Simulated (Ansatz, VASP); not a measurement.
## Two plane-wave programs on NaCl

Contents of INCAR:

```
SYSTEM = NaCl
PREC = Accurate ; ENCUT = 500
EDIFF = 1E-6 ; ISMEAR = 0
SIGMA = 0.05 ; LREAL = .False.
LASPH = .True. ; NELM = 120
ALGO = Normal ; ISIF = 2
LWAVE = .False. ; LCHARG = .True.
GGA = PS ; LELF = .True.
LVHAR = .True. ; NBANDS = 14
GGA_COMPAT = .False.
```

File KPOINTS:

```
regular mesh
0
Gamma
  8 8 8
  0 0 0
```

The input POSCAR:

```
NaCl
1.0
    0.0000000000      2.8317500000      2.8317500000
    2.8317500000      0.0000000000      2.8317500000
    2.8317500000      2.8317500000      0.0000000000
Na Cl
1 1
Direct
   -0.1059415556      0.1059415556     -0.1059415556
    0.5000000000      0.5000000000      0.5000000000
```

Input for Ansatz:

```yaml
crystal:
  lattice:
    - [0.0, 2.83175, 2.83175]
    - [2.83175, 0.0, 2.83175]
    - [2.83175, 2.83175, 0.0]
  atoms:
    - { symbol: Na, position: [-0.1059415556, 0.1059415556, -0.1059415556] }
    - { symbol: Cl, position: [0.5, 0.5, 0.5] }
basis:
  ecutwfc: 420
kpoints:
  mp_grid: { grid: [8, 8, 8] }
hamiltonian:
  xc: pbesol
scf:
  occupations: { method: gaussian, width: 0.05 }
output:
  forces: true
  stress: true
  eigenvalues: true
```

Alike in both runs: task single point; functional PBEsol; k mesh 8 × 8 × 8; occupations gaussian, width 0.05 eV; no spin polarisation.

|  | VASP | Ansatz |
| --- | --- | --- |
| version | VASP 6.6.1 | Ansatz 0.2.0 |
| potentials or method | VASP PAW PBE potentials, release 64 (Na_pv, Cl), cutoff 500 eV | scalar-relativistic, plane waves, PAW |
| valence electrons in the cell | 14 | 16 |

VASP gave:

| Property | Result |
| --- | --- |
| gap on the k mesh at the Fermi level (eV) | 4.93 |
| least direct gap on the mesh (eV) | 4.93 |
| pressure (GPa) | 4.5 |
| traceless stress, the component that is largest in VASP (GPa) | 11.73 |
| rms of the force components (eV/Å) | 1.338 |

Task: What did Ansatz give for the same quantities?

Result: gap on the k mesh at the Fermi level (eV): 4.93; least direct gap on the mesh (eV): 4.93; pressure (GPa): 4.4; traceless stress, the component that is largest in VASP (GPa): 11.50; rms of the force components (eV/Å): 1.311.

VASP's potentials were made for PBE, not for PBEsol. Atom by atom the forces differ by 0.027 eV/Å (rms over components). VASP's potentials hold 14 valence electrons a cell and Ansatz's 16, so a difference there can come from the potentials and not from the codes.
